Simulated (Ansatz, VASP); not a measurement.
## LiF in VASP and in Ansatz

INCAR

```
SYSTEM = LiF
PREC = Accurate ; ENCUT = 520
EDIFF = 1E-7 ; ISMEAR = 0
SIGMA = 0.05 ; LREAL = .FALSE.
LASPH = .TRUE. ; NELM = 60
ALGO = Normal ; ISIF = 2
LWAVE = .FALSE. ; LCHARG = .FALSE.
NBANDS = 18
```

KPOINTS

```
Automatic mesh
0
G
  9 9 6
  0 0 0
```

File POSCAR:

```
LiF
1.0
    3.1039045417      0.0000000000      0.0000000000
   -1.5519522708      2.6880601840      0.0000000000
    0.0000000000      0.0000000000      5.0084603684
Li F
2 2
Direct
    0.3333333333      0.6666666667      0.3839784076
    0.6666666667      0.3333333333      0.8839784076
    0.3333333333      0.6666666667      0.9910195924
    0.6666666667      0.3333333333      0.4910195924
```

Input for Ansatz:

```yaml
crystal:
  lattice:
    - [3.1039045417, 0.0, 0.0]
    - [-1.5519522708, 2.688060184, 0.0]
    - [0.0, 0.0, 5.0084603684]
  atoms:
    - { symbol: Li, position: [0.3333333333, 0.6666666667, 0.3839784076] }
    - { symbol: Li, position: [0.6666666667, 0.3333333333, 0.8839784076] }
    - { symbol: F, position: [0.3333333333, 0.6666666667, 0.9910195924] }
    - { symbol: F, position: [0.6666666667, 0.3333333333, 0.4910195924] }
basis:
  ecutwfc: 520.0
kpoints:
  mp_grid: { grid: [9, 9, 6] }
hamiltonian:
  xc: lda
scf:
  occupations: { method: gaussian, width: 0.05 }
output:
  forces: true
  stress: true
  eigenvalues: true
  write_density: true
  write_potential: true
  elf: true
  volumetric_format: npy
```

Alike in both runs: task single point; functional LDA; k mesh 9 × 9 × 6; occupations gaussian, width 0.05 eV; no spin polarisation.

```csv
,VASP,Ansatz
version,VASP 6.6.1,Ansatz 0.2.0
potentials or method,"VASP PAW LDA potentials, release 64 (Li_sv, F), cutoff 520 eV","scalar-relativistic, plane waves, PAW"
valence electrons in the cell,20,20
```

```csv
,VASP,Ansatz,Ansatz less VASP
gap on the k mesh at the Fermi level (eV),7.23,7.24,+0.014
least direct gap on the mesh (eV),7.23,7.24,+0.014
rms of the force components (eV/Å),0.070,0.070,-0.0008
```

LDA's correlation is that of Perdew and Zunger in VASP and of Perdew and Wang (1992) in Ansatz. Atom by atom the forces differ by 0.001 eV/Å (rms over components).

Noted on VASP's run: the cutoff is short for stress, so the pressure is rough.
